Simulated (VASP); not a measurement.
# MoN2 (P4/mbm) in VASP: notebook

Aim: see how the results for MoN2 move with the level of theory and the settings. Levels: PBE, PBEsol, PBEsol+U. Tasks: single point.

Program: VASP 6.6.1. These are calculated values, not measurements. Logs are shortened: lines on timing, memory, paths and dates and some standing lists are left out, and cuts for length are marked.

## 1. The cell of the first run

The structure is tetragonal, space group P4/mbm (No. 127). The conventional cell has a = 4.333 Å, b = 4.333 Å, c = 2.753 Å, α = 90.00°, β = 90.00°, γ = 90.00°. Within 2.9 Å of Mo (site symmetry 4/m) lie 8 N at 2.23 Å and 2 Mo at 2.75 Å. Within 1.8 Å of N (site symmetry m2m) lie 1 N at 1.37 Å.

## 2. Single point, PBE

Contents of INCAR:

```
PREC     = Accurate       # precision mode
ENCUT    = 1330           # plane-wave cutoff, eV
EDIFF    = 1E-6           # SCF threshold, eV
ISMEAR   = -1             # smearing method
SIGMA    = 0.05           # smearing width, eV
LREAL    = F              # projectors in reciprocal space
LASPH    = T              # aspherical terms in the spheres
NELM     = 120            # most SCF steps
ALGO     = Normal         # electronic algorithm
ISIF     = 2              # what is computed and relaxed
LWAVE    = F              # write WAVECAR
LCHARG   = F              # write CHGCAR
GGA      = PE             # functional
NBANDS   = 33             # bands
GGA_COMPAT= F
```

Contents of KPOINTS:

```
regular mesh
0
Gamma
  6 6 10
```

Contents of POSCAR:

```
MoN2
1.0
    4.3333745845      0.0000000000      0.0000000000
    0.0000000000      4.3333745845      0.0000000000
    0.0000000000      0.0000000000      2.7525892219
Mo N
2 4
Direct
    0.0000000000      0.0000000000      0.0000000000
    0.5000000000      0.5000000000      0.0000000000
    0.6121349313      0.8878650687      0.5000000000
    0.3878650687      0.1121349313      0.5000000000
    0.1121349313      0.6121349313      0.5000000000
    0.8878650687      0.3878650687      0.5000000000
```

Potentials or basis: VASP PAW PBE potentials, release 64 (Mo_sv, N_h).

The run is started by

```console
$ cat potpaw_PBE.64/Mo_sv/POTCAR potpaw_PBE.64/N_h/POTCAR > POTCAR
$ mpirun -np 1 vasp_std > vasp.out
```

OUTCAR:

```text
PREC = Accurate
   ENCUT = 1330
   EDIFF = 1E-6
   ISMEAR = -1
   LREAL = F
   LASPH = T
   NELM = 120
   ISIF = 2
   GGA = PE

 ion  position               nearest neighbor table
   1  0.000  0.000  0.000-   3 2.23   4 2.23   5 2.23   6 2.23   3 2.23   4 2.23   5 2.23   6 2.23
                             2 3.06   2 3.06   2 3.06   2 3.06
   2  0.500  0.500  0.000-   3 2.23   4 2.23   5 2.23   6 2.23   3 2.23   4 2.23   5 2.23   6 2.23
                             1 3.06   1 3.06   1 3.06   1 3.06
   3  0.612  0.888  0.500-   4 1.37   2 2.23   1 2.23   1 2.23   2 2.23
   4  0.388  0.112  0.500-   3 1.37   2 2.23   1 2.23   1 2.23   2 2.23
   5  0.112  0.612  0.500-   6 1.37   2 2.23   1 2.23   1 2.23   2 2.23
   6  0.888  0.388  0.500-   5 1.37   2 2.23   1 2.23   1 2.23   2 2.23

  LATTYP: Found a simple tetragonal cell.
 ALAT       =     4.3333745845
 C/A-ratio  =     0.6352068505

  Lattice vectors:

 A1 = (   4.3333745845,   0.0000000000,   0.0000000000)
 A2 = (   0.0000000000,   4.3333745845,   0.0000000000)
 A3 = (   0.0000000000,   0.0000000000,   2.7525892219)

Analysis of symmetry for initial positions (statically):
=====================================================================
 Subroutine PRICEL returns:
 Original cell was already a primitive cell.

 Routine SETGRP: Setting up the symmetry group for a
 simple tetragonal supercell.

 Subroutine GETGRP returns: Found 16 space group operations
 (whereof  8 operations were pure point group operations)
 out of a pool of 16 trial point group operations.

The static configuration has the point symmetry C_4h.
 The point group associated with its full space group is D_4h.

Analysis of symmetry for dynamics (positions and initial velocities):
=====================================================================
 Subroutine PRICEL returns:
 Original cell was already a primitive cell.

 Routine SETGRP: Setting up the symmetry group for a
 simple tetragonal supercell.

 Subroutine GETGRP returns: Found 16 space group operations
 (whereof  8 operations were pure point group operations)
 out of a pool of 16 trial point group operations.

The dynamic configuration has the point symmetry C_4h.
 The point group associated with its full space group is D_4h.

 Subroutine INISYM returns: Found 16 space group operations
 (whereof  8 operations are pure point group operations),
 and found     1 'primitive' translations

----------------------------------------------------------------------------------------

                                     Primitive cell

  volume of cell :      51.6885

  direct lattice vectors                    reciprocal lattice vectors
     4.333374584  0.000000000  0.000000000     0.230767034  0.000000000  0.000000000
     0.000000000  4.333374584  0.000000000     0.000000000  0.230767034  0.000000000
     0.000000000  0.000000000  2.752589222     0.000000000  0.000000000  0.363294309

  length of vectors
     4.333374584  4.333374584  2.752589222     0.230767034  0.230767034  0.363294309

  position of ions in fractional coordinates (direct lattice)
     0.000000000  0.000000000  0.000000000
     0.500000000  0.500000000  0.000000000
     0.612134931  0.887865069  0.500000000
     0.387865069  0.112134931  0.500000000
     0.112134931  0.612134931  0.500000000
     0.887865069  0.387865069  0.500000000

  ion indices of the primitive-cell ions
   primitive index   ion index
                 1           1
                 2           2
                 3           3
                 4           4
                 5           5
                 6           6

----------------------------------------------------------------------------------------

 KPOINTS: regular mesh

Automatic generation of k-mesh.
 Grid dimensions read from file:
 generate k-points for:    6    6   10

 Generating k-lattice:

  Cartesian coordinates                     Fractional coordinates (reciprocal lattice)
     0.038461172  0.000000000  0.000000000     0.166666667  0.000000000  0.000000000
     0.000000000  0.038461172  0.000000000     0.000000000  0.166666667  0.000000000
     0.000000000  0.000000000  0.036329431     0.000000000  0.000000000  0.100000000

  Length of vectors
     0.038461172  0.038461172  0.036329431

  Shift w.r.t. Gamma in fractional coordinates (k-lattice)
     0.000000000  0.000000000  0.000000000

 Subroutine IBZKPT returns following result:
 ===========================================

 Found     60 irreducible k-points:

 Following reciprocal coordinates:
            Coordinates               Weight
  0.000000  0.000000  0.000000      1.000000
  0.166667  0.000000  0.000000      4.000000
  0.333333  0.000000  0.000000      4.000000
  0.500000  0.000000  0.000000      2.000000
  0.166667  0.166667  0.000000      4.000000
  0.333333  0.166667  0.000000      8.000000
[... 16 lines left out ...]
  0.333333  0.000000  0.200000      8.000000
  0.500000  0.000000  0.200000      4.000000
 [... further k-points ...]
   k-points           NKPTS =     60   k-points in BZ     NKDIM =     60   number of bands    NBANDS=     33
   number of dos      NEDOS =    301   number of ions     NIONS =      6
   total plane-waves  NPLWV = 104976
   dimension x,y,z NGX =    54 NGY =   54 NGZ =   36
   dimension x,y,z NGXF=   108 NGYF=  108 NGZF=   72
   ions per type =               2   4
   NGX,Y,Z   is equivalent  to a cutoff of  20.72, 20.72, 21.74 a.u.
   NGXF,Y,Z  is equivalent  to a cutoff of  41.43, 41.43, 43.49 a.u.
 SYSTEM =  unknown system
   PREC   = accura    normal or accurate (medium, high low for compatibility)
   ISTART =      0    job   : 0-new  1-cont  2-samecut
   ICHARG =      2    charge: 1-file 2-atom 10-const
   ISPIN  =      1    spin polarized calculation?
   LNONCOLLINEAR =      F non collinear calculations
   LSORBIT =      F    spin-orbit coupling
   LASPH  =      T    aspherical Exc in radial PAW
   ENCUT  = 1330.0 eV  97.75 Ry    9.89 a.u.  12.89 12.89  8.19*2*pi/ulx,y,z
   NELM   =    120;   NELMIN=  2; NELMDL= -5     # of ELM steps
   EDIFF  = 0.1E-05   stopping-criterion for ELM
   LREAL  =      F    real-space projection
   EDIFFG = 0.1E-04   stopping-criterion for IOM
   NSW    =      0    number of steps for IOM
   IBRION =     -1    ionic relax: 0-MD 1-quasi-New 2-CG
   NFREE  =      0    steps in history (QN), initial steepest desc. (CG)
   ISIF   =      2    stress and relaxation
   ISYM   =      2    0-nonsym 1-usesym 2-fastsym
   POTIM  = 0.5000    time-step for ionic-motion
   TEBEG  =    0.0;   TEEND  =   0.0 temperature during run
   PSTRESS=    0.0 pullay stress
   NELECT =      48.0000    total number of electrons
   NUPDOWN=      -1.0000    fix difference up-down
   EMIN   =  10.00;   EMAX   =-10.00  energy-range for DOS
   EFERMI =   0.00;   METHOD = LEGACY
   ISMEAR =    -1;   SIGMA  =   0.05  broadening in eV -4-tet -1-fermi 0-gaus
   EFERMI_NEDOS =   21; number of points for ismear=-14 and -15
   IALGO  =     38    algorithm
   IMIX   =      4    mixing-type and parameters
     AMIX     =   0.40;   BMIX     =  1.00
     AMIX_MAG =   1.60;   BMIX_MAG =  1.00
  volume/ion in A,a.u.               =       8.61        58.14
  Fermi-wavevector in a.u.,A,eV,Ry     =   1.597193  3.018256 34.708791  2.551024
  Thomas-Fermi vector in A             =   2.694837
   LORBIT       =      0    0 simple, 1 ext, 2 COOP (PROOUT), +10 PAW based schemes
   GGA     = PE    functional components
   LHFCALC =     F    Hartree Fock is set to
   AEXX    =    0.0000 exact exchange contribution
   IVDW    =     0    specifies the selected vdW correction
   LEPSILON=     F    determine dielectric tensor
   LRPA    =     F    only Hartree local field effects (RPA)
 non-spin polarized calculation
  energy-cutoff  :     1330.00
  volume of cell :       51.69
 maximum number of plane-waves:      5728
 NGX is ok and might be reduce to    54
   NGX = 25   NGY = 25   NGZ = 17

 number of electron      48.0000000 magnetization

 Free energy of the ion-electron system (eV)
  ---------------------------------------------------
  ext. energy  EPLUGINS =         0.00000000
  ---------------------------------------------------
  free energy    TOTEN  =       -54.78292868 eV

  energy without entropy =      -54.76336452  energy(sigma->0) =      -54.77314660

 E-fermi :  12.7918     XC(G=0): -13.7569

 val. band max:       12.7887352846   @ k =   0.1667   0.1667   0.3000
 cond. band min:      12.7974477695   @ k =   0.3333   0.0000   0.4000
 fundamental gap:      0.0087124849
 Fermi energy:        12.7918258526

 k-point     1 :       0.0000    0.0000    0.0000
  band No.  band energies     occupation
      1     -49.2781      2.00000
      2     -49.2165      2.00000
      3     -23.4677      2.00000
      4     -23.4677      2.00000
      5     -23.1236      2.00000
      6     -23.1236      2.00000
[... 25 lines left out ...]
     32      18.6347      0.00000
     33      20.3160      0.00000

 k-point     2 :       0.1667    0.0000    0.0000
  band No.  band energies     occupation
      1     -49.2739      2.00000
      2     -49.2205      2.00000
      3     -23.4501      2.00000
      4     -23.4452      2.00000
      5     -23.1525      2.00000
      6     -23.1471      2.00000
[... 25 lines left out ...]
     32      18.3212      0.00000
     33      19.8819      0.00000

 k-point     3 :       0.3333    0.0000    0.0000
  band No.  band energies     occupation
      1     -49.2625      2.00000
      2     -49.2317      2.00000
      3     -23.3984      2.00000
      4     -23.3832      2.00000
      5     -23.2270      2.00000
      6     -23.2111      2.00000
[... 25 lines left out ...]
     32      17.5033      0.00000
     33      19.8473      0.00000

 k-point     4 :       0.5000    0.0000    0.0000
  band No.  band energies     occupation
      1     -49.2471      2.00000
      2     -49.2471      2.00000
      3     -23.3184      2.00000
      4     -23.3184      2.00000
      5     -23.2976      2.00000
      6     -23.2976      2.00000
[... 673 lines left out ...]
     32      18.0755      0.00000
     33      21.0658      0.00000

 k-point    23 :       0.3333    0.0000    0.2000
  band No.  band energies     occupation
      1     -49.2248      2.00000
      2     -49.1947      2.00000
      3     -23.4225      2.00000
      4     -23.3768      2.00000
      5     -23.3347      2.00000
      6     -23.3305      2.00000
[... 25 lines left out ...]
     32      18.1235      0.00000
     33      20.9130      0.00000

 k-point    24 :       0.5000    0.0000    0.2000
  band No.  band energies     occupation
      1     -49.2097      2.00000
      2     -49.2097      2.00000
      3     -23.3975      2.00000
      4     -23.3975      2.00000
      5     -23.2623      2.00000
      6     -23.2623      2.00000
[... 25 lines left out ...]
     32      17.5663      0.00000
     33      21.0271      0.00000

 [... further k-points ...]
[... 5 lines left out ...]
  --------------------------------------------------------------------------------------
  -------------------------------------------------------------------------------------
  Total        0.1242940      0.1242940      0.1168632      0.0000000     -0.0000000      0.0000000
  in kB        3.8527163      3.8527163      3.6223848      0.0000000     -0.0000000      0.0000000
  external PRESSURE =       3.7759391 kB  Pullay stress =       0.0000000 kB

 VOLUME and BASIS-vectors are now :
 -----------------------------------------------------------------------------
  energy-cutoff  :     1330.00
  volume of cell :       51.69
      direct lattice vectors                 reciprocal lattice vectors
     4.333374584  0.000000000  0.000000000     0.230767034  0.000000000  0.000000000
     0.000000000  4.333374584  0.000000000     0.000000000  0.230767034  0.000000000
     0.000000000  0.000000000  2.752589222     0.000000000  0.000000000  0.363294309

 POSITION                                       TOTAL-FORCE (eV/Angst)
 -----------------------------------------------------------------------------------
      0.00000      0.00000      0.00000         0.000000      0.000000      0.000000
      2.16669      2.16669      0.00000         0.000000      0.000000      0.000000
      2.65261      3.84745      1.37629        -0.002967      0.002967     -0.000000
      1.68076      0.48592      1.37629         0.002967     -0.002967      0.000000
      0.48592      2.65261      1.37629        -0.002967     -0.002967      0.000000
      3.84745      1.68076      1.37629         0.002967      0.002967      0.000000
 -----------------------------------------------------------------------------------
    total drift:                                0.000000      0.000000      0.000000

  FREE ENERGIE OF THE ION-ELECTRON SYSTEM (eV)
  ---------------------------------------------------
  free  energy   TOTEN  =       -54.7829286840 eV

  energy  without entropy=      -54.7633645223  energy(sigma->0) =      -54.77314660
```

It took 9.7 min on 1 thread of AMD EPYC 7R43 (Zen 3), shared host; peak memory 0.49 GiB.

Results:

```yaml
Free_energy: -54.7829 eV
Pressure: 0.4 GPa
Largest_force: 0.004 eV/Å
Band_gap_on_the_k_mesh: zero (bands 24 and 25 overlap by 2.02 eV)
```

Forces on the atoms (eV/Å):
```
Mo   0.000  0.000  0.000
Mo   0.000  0.000  0.000
N   -0.003  0.003  0.000
N    0.003 -0.003  0.000
N   -0.003 -0.003  0.000
N    0.003  0.003  0.000
```

Levels at points of the mesh, in eV from the Fermi level:
```
           k point  band 22  band 23  band 24  band 25  band 26  band 27
(0.00, 0.00, 0.00)    -3.04    -2.32    -1.79     0.60     0.60     0.99
(0.50, 0.00, 0.00)    -2.02    -1.19    -1.19    -0.42    -0.42     2.19
(0.50, 0.50, 0.00)    -0.86     0.50     0.50     0.51     0.51     1.00
(0.00, 0.00, 0.50)    -2.05     0.73     1.05     2.09     2.21     2.37
(0.50, 0.00, 0.50)    -2.54    -1.06    -1.06     2.49     2.49     3.03
(0.50, 0.50, 0.50)    -5.20    -1.36    -1.36     2.42     2.42     3.35
```

## 3. Single point, PBEsol

This run uses another cell than the first one, of 8.72 Å³/atom.

Contents of INCAR:

```
ALGO = Normal
EDIFF = 1E-6
ENCUT = 520
GGA = PS
ISIF = 2
ISMEAR = -1
LASPH = True
LCHARG = True
LELF = True
LREAL = False
LVHAR = True
LWAVE = False
NBANDS = 33
NELM = 100
PREC = Accurate
SIGMA = 0.05
```

Contents of KPOINTS:

```
k-points
0
Gamma
  6 6 10
```

Contents of POSCAR:

```
MoN2
1.0
    4.3480530000      0.0000000000      0.0000000000
    0.0000000000      4.3480530000      0.0000000000
    0.0000000000      0.0000000000      2.7674600000
Mo N
2 4
Direct
    0.0000000000      0.0000000000      0.0000000000
    0.5000000000      0.5000000000      0.0000000000
    0.6116470000      0.8883530000      0.5000000000
    0.3883530000      0.1116470000      0.5000000000
    0.1116470000      0.6116470000      0.5000000000
    0.8883530000      0.3883530000      0.5000000000
```

Potentials or basis: VASP PAW PBE potentials, release 64 (Mo_sv, N).

The run is started by

```console
$ cat potpaw_PBE.64/Mo_sv/POTCAR potpaw_PBE.64/N/POTCAR > POTCAR
$ mpirun -np 1 vasp_std > vasp.out
```

Wall time 78 s (1 thread of Oxide Virtual Turin-like, shared host); peak memory 0.18 GiB.

The run converged. Its results:

```
Free energy            : -58.6866 eV
Pressure               : -13.5 GPa
Largest force          : 0.157 eV/Å
Band gap on the k mesh : zero (bands 24 and 25 overlap by 1.98 eV)
```

Forces on the atoms (eV/Å):
```
Mo   0.000  0.000  0.000
Mo   0.000  0.000  0.000
N    0.111 -0.111  0.000
N   -0.111  0.111  0.000
N    0.111  0.111  0.000
N   -0.111 -0.111  0.000
```

Stress tensor (GPa, compression positive):
```
-12.94   0.00   0.00
  0.00 -12.94   0.00
  0.00   0.00 -14.72
```

Levels at points of the mesh, in eV from the Fermi level:
```tsv
k point	band 22	band 23	band 24	band 25	band 26	band 27
(0.00, 0.00, 0.00)	-3.01	-2.27	-1.83	0.56	0.56	1.01
(0.50, 0.00, 0.00)	-2.01	-1.18	-1.18	-0.42	-0.42	2.12
(0.50, 0.50, 0.00)	-0.83	0.52	0.52	0.53	0.53	0.96
(0.00, 0.00, 0.50)	-2.03	0.72	1.09	2.08	2.16	2.32
(0.50, 0.00, 0.50)	-2.51	-1.06	-1.06	2.44	2.44	2.96
(0.50, 0.50, 0.50)	-5.13	-1.35	-1.35	2.39	2.39	3.29
```

Caveat: the cell stands under tension; the PAW data sets were made with another functional, which shifts forces and pressure a little.

## 4. Single point, PBEsol+U

This run uses another cell than the first one, of 8.72 Å³/atom.

Contents of INCAR:

```
SYSTEM = MoN2
ALGO     = Fast           ! electronic algorithm
EDIFF    = 1E-6           ! SCF threshold, eV
ENCUT    = 520            ! plane-wave cutoff, eV
GGA      = PS             ! functional
ISIF     = 2              ! what is computed and relaxed
ISMEAR   = -1             ! smearing method
LASPH    = .TRUE.         ! aspherical terms in the spheres
LCHARG   = .FALSE.        ! write CHGCAR
LDAU     = .TRUE.         ! DFT+U
LDAUJ    = 0 0          
LDAUL    = 2 -1           ! shell
LDAUPRINT= 1            
LDAUTYPE = 2            
LDAUU    = 1 0            ! U, eV
LMAXMIX  = 4              ! l up to which the mixer works
LREAL    = .FALSE.        ! projectors in reciprocal space
LWAVE    = .FALSE.        ! write WAVECAR
NBANDS   = 33             ! bands
NELM     = 150            ! most SCF steps
PREC     = Accurate       ! precision mode
SIGMA    = 0.05           ! smearing width, eV
```

Contents of KPOINTS:

```
k-points
0
G
  6 6 10
  0 0 0
```

POSCAR is that of step 3.

The run is started by

```console
$ cat potpaw_PBE.64/Mo_sv/POTCAR potpaw_PBE.64/N/POTCAR > POTCAR
$ mpirun -np 1 vasp_std > vasp.out
```

It took 1.9 min on 1 thread of Oxide Virtual Turin-like, shared host; peak memory 0.18 GiB.

It converged, with:

```yaml
Free_energy: -56.3749 eV
Pressure: -12.2 GPa
Largest_force: 0.157 eV/Å
Band_gap_on_the_k_mesh: zero (bands 24 and 25 overlap by 2.00 eV)
```

Forces in eV/Å, atoms in the order of the input:
```
Mo   0.000  0.000  0.000
Mo   0.000  0.000  0.000
N    0.111 -0.111  0.000
N   -0.111  0.111  0.000
N    0.111  0.111  0.000
N   -0.111 -0.111  0.000
```

Stress tensor (GPa, compression positive):
```
-11.83   0.00   0.00
  0.00 -11.83   0.00
  0.00   0.00 -12.97
```

Levels at points of the mesh, in eV from the Fermi level:
| k point | band 20 | band 21 | band 22 | band 23 | band 24 | band 25 | band 26 | band 27 | band 28 | band 29 |
| --- | --- | --- | --- | --- | --- | --- | --- | --- | --- | --- |
| (0.00, 0.00, 0.00) | -3.90 | -2.95 | -2.95 | -2.23 | -1.88 | 0.66 | 0.66 | 1.02 | 1.70 | 2.20 |
| (0.50, 0.00, 0.00) | -4.26 | -1.95 | -1.95 | -1.20 | -1.20 | -0.42 | -0.42 | 2.20 | 2.20 | 3.28 |
| (0.50, 0.50, 0.00) | -3.77 | -0.83 | -0.83 | 0.51 | 0.51 | 0.54 | 0.54 | 1.06 | 1.06 | 2.80 |
| (0.00, 0.00, 0.50) | -2.74 | -2.02 | -2.02 | 0.73 | 1.10 | 2.11 | 2.17 | 2.39 | 2.39 | 2.87 |
| (0.50, 0.00, 0.50) | -4.21 | -2.49 | -2.49 | -1.12 | -1.12 | 2.46 | 2.46 | 3.03 | 3.03 | 3.49 |
| (0.50, 0.50, 0.50) | -5.33 | -5.07 | -5.07 | -1.41 | -1.41 | 2.43 | 2.43 | 3.36 | 3.36 | 4.11 |

Eigenvalues of the final occupation matrices:
```
    site  spin  trace               eigenvalues
site 1 d     1   1.96  0.31 0.34 0.34 0.42 0.55
site 1 d     2   1.96  0.31 0.34 0.34 0.42 0.55
site 2 d     1   1.96  0.31 0.34 0.34 0.42 0.55
site 2 d     2   1.96  0.31 0.34 0.34 0.42 0.55
```

Caveat: the cell stands under tension; the PAW data sets were made with another functional, which shifts forces and pressure a little; U without spin polarisation on a metal has little footing.

(Continued in part 2 of 2.)

The gap in the log of VASP goes by the Fermi energy; the results here count the filled bands.